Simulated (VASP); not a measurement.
Wanted: the native input for a VASP 6.6.1 run.

| Property | Result |
| --- | --- |
| Task | single point |
| Functional | PBEsol |
| Potentials or basis | VASP PAW PBE potentials, release 64 (Bi_d) |
| Cutoff | 520 eV |
| k mesh | 8 × 8 × 4 |
| Occupations | fermi-dirac, width 0.05 eV |
| Spin | no spin polarisation |
| Dipole correction | no |
| Further INCAR settings | ALGO = Fast; EDIFF = 1e-07; NBANDS = 22 |

The structure of Bi lies in POSCAR:

```
Bi
1.0
    3.2383762460      0.0000000000      0.0000000000
    0.0000000000      3.2216433200      0.0000000000
   -0.0804548793      0.0000000000      6.7016443397
Bi
2
Direct
    0.5442472500      0.0000000000      0.7495778900
    0.4557527500      0.0000000000      0.2504221100
```

These files were run (other wordings do the same):

INCAR

```
ALGO     = Fast           # electronic algorithm
EDIFF    = 1E-7           # SCF threshold, eV
ENCUT    = 520            # plane-wave cutoff, eV
GGA      = PS             # functional
ISIF     = 2              # what is computed and relaxed
ISMEAR   = -1             # smearing method
LASPH    = T              # aspherical terms in the spheres
LCHARG   = F              # write CHGCAR
LREAL    = F              # projectors in reciprocal space
LWAVE    = F              # write WAVECAR
NBANDS   = 22             # bands
NELM     = 100            # most SCF steps
PREC     = Accurate       # precision mode
SIGMA    = 0.05           # smearing width, eV
```

KPOINTS

```
k-points
0
Gamma
  8 8 4
```

Potentials or basis: VASP PAW PBE potentials, release 64 (Bi_d).

Run with:

```console
$ cat potpaw_PBE.64/Bi_d/POTCAR > POTCAR
$ mpirun -np 1 vasp_std > vasp.out
```

It gave:

```json
{"Pressure": "-2.2 GPa", "Largest force": "0.046 eV/Å", "Band gap on the k mesh": "zero (bands 15 and 16 overlap by 6.32 eV)"}
```

Caveat: the PAW data sets were made with another functional, which shifts forces and pressure a little; spin-orbit coupling is left out, which moves the levels of the heavy elements.

Run time: 94 s on 1 thread of Intel(R) Xeon(R) Platinum 8375C CPU @ 2.90GHz (Ice Lake), with other jobs on the host, peak memory 0.24 GiB.
